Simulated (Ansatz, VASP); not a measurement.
**Si in VASP and in Ansatz**

The input INCAR:

```
SYSTEM = Si
PREC = Accurate
ENCUT = 520
EDIFF = 1E-6
ISMEAR = -1
SIGMA = 0.08
LREAL = .False.
LASPH = .True.
NELM = 100
ALGO = Normal
ISIF = 2
LWAVE = .False.
LCHARG = .False.
GGA = CA
NBANDS = 11
```

KPOINTS

```
regular mesh
0
Gamma
  11 11 11
  0 0 0
```

Contents of POSCAR:

```
Si
1.0
   -0.0543094000      2.6883153000      2.6883153000
    2.6883153000     -0.0543094000      2.6883153000
    2.6883153000      2.6883153000     -0.0543094000
Si
2
Direct
    0.5000000000      0.5000000000      0.5000000000
    0.7500000000      0.7500000000      0.7500000000
```

Input for Ansatz:

```yaml
crystal:
  lattice:
    - [-0.0543094, 2.6883153, 2.6883153]
    - [2.6883153, -0.0543094, 2.6883153]
    - [2.6883153, 2.6883153, -0.0543094]
  atoms:
    - { symbol: Si, position: [0.5, 0.5, 0.5] }
    - { symbol: Si, position: [0.75, 0.75, 0.75] }
kpoints:
  mp_grid: { grid: [11, 11, 11] }
  band_path:
    path:
      - [0.0, 0.0, 0.0]
      - [0.5, 0.5, 0.5]
      - [0.2551801333, 0.5, 0.7448198667]
      - [-0.2551801333, 0.2551801333, 0.5]
      - [0.0, 0.0, 0.5]
      - [0.0, 0.0, 0.0]
      - [-0.3775900666, 0.0, 0.3775900666]
      - [0.0, 0.3775900666, 0.6224099334]
      - [0.0, 0.5, 0.5]
    npoints: 5
scf:
  occupations: { method: fermi_dirac, width: 0.08 }
hamiltonian:
  xc: lda
  pseudopotentials: { kind: all_electron, lapw: { basis_error: 0.00025 } }
output:
  forces: true
  stress: true
  eigenvalues: true
```

Change from the starting cell: equal xy, yz and zx shear strains of -2 %.

Alike in both runs: task single point; functional LDA; k mesh 11 × 11 × 11; occupations fermi-dirac, width 0.08 eV; no spin polarisation.

```csv
,VASP,Ansatz
version,VASP 6.6.1,Ansatz 0.2.0
potentials or method,"VASP PAW LDA potentials, release 64 (Si), cutoff 520 eV","all-electron LAPW, scalar-relativistic"
```

VASP gave:

- pressure (GPa): -1.3
- traceless stress, the component that is largest in VASP (GPa): 2.11
- rms of the force components (eV/Å): 0.207

Problem. Which values does Ansatz return?

Solution. Pressure (GPa): -1.4; traceless stress, the component that is largest in VASP (GPa): 2.10; rms of the force components (eV/Å): 0.207.

LDA's correlation is that of Perdew and Zunger in VASP and of Perdew and Wang (1992) in Ansatz. Atom by atom the forces differ by 0.000 eV/Å (rms over components). Ansatz ran all-electron here, and VASP with PAW potentials.
